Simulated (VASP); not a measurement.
Set up this calculation in VASP 6.6.1, as the native input.

| Quantity | Value |
| --- | --- |
| Task | single point |
| Functional | r2SCAN |
| Potentials or basis | VASP PAW PBE potentials, release 64 (Cd, Se) |
| Cutoff | 520 eV |
| k mesh | 9 × 9 × 4 |
| Occupations | gaussian, width 0.01 eV |
| Spin | no spin polarisation |
| Dipole correction | no |
| Further INCAR settings | ALGO = Normal; EDIFF = 1e-06; NBANDS = 26 |

CdSe:

```
Cd Se
1.0
     4.33992    0.00000    0.00000
    -2.16996    3.75848    0.00000
     0.00000    0.00000    7.07838
Cd Se
2 2
Direct
  0.33333 0.66667 0.98144
  0.66667 0.33333 0.48144
  0.33333 0.66667 0.39456
  0.66667 0.33333 0.89456
```

This cell differs from its parent crystal: atoms displaced along a vibrational mode.

The input as run:

POSCAR

```
CdSe
1.0
    4.3399219990      0.0000000000      0.0000000000
   -2.1699609995      3.7584827016      0.0000000000
    0.0000000000      0.0000000000      7.0783849700
Cd Se
2 2
Direct
    0.3333333333      0.6666666667     -0.0185617075
    0.6666666667      0.3333333333      0.4814382925
    0.3333333333      0.6666666667      0.3945617075
    0.6666666667      0.3333333333      0.8945617075
```

INCAR.step1

```
ALGO = Normal ; EDIFF = 1E-4
ENCUT = 520 ; GGA = PE
ISMEAR = 0 ; LASPH = True
LCHARG = False ; LREAL = False
LWAVE = True ; NBANDS = 26
NELM = 80 ; PREC = Accurate
SIGMA = 0.01
```

INCAR.step2

```
ALGO = Normal ; EDIFF = 1E-6
ENCUT = 520 ; ISIF = 2
ISMEAR = 0 ; ISTART = 1
LASPH = True ; LCHARG = False
LMIXTAU = True ; LREAL = False
LWAVE = False ; METAGGA = R2SCAN
NBANDS = 26 ; NELM = 80
PREC = Accurate ; SIGMA = 0.01
```

KPOINTS

```
k-points
0
Gamma
  9 9 4
```

Potentials or basis: VASP PAW PBE potentials, release 64 (Cd, Se).

Command:

```console
$ cat potpaw_PBE.64/Cd/POTCAR potpaw_PBE.64/Se/POTCAR > POTCAR
$ cp INCAR.step1 INCAR
$ mpirun -np 1 vasp_std > vasp.out
$ cp INCAR.step2 INCAR
$ mpirun -np 1 vasp_std > vasp.out
```

It gave:

```json
{
  "Pressure": "1.2 GPa",
  "Largest force": "0.655 eV/Å",
  "Band gap on the k mesh": "1.20 eV"
}
```

Caveat: the cell differs from its parent crystal (atoms displaced along a vibrational mode); the PAW data sets were made with another functional, which shifts forces and pressure a little.

Run time: 2.4 min on 1 thread of Intel(R) Xeon(R) 6975P-C (Granite Rapids), with other jobs on the host, peak memory 0.29 GiB.
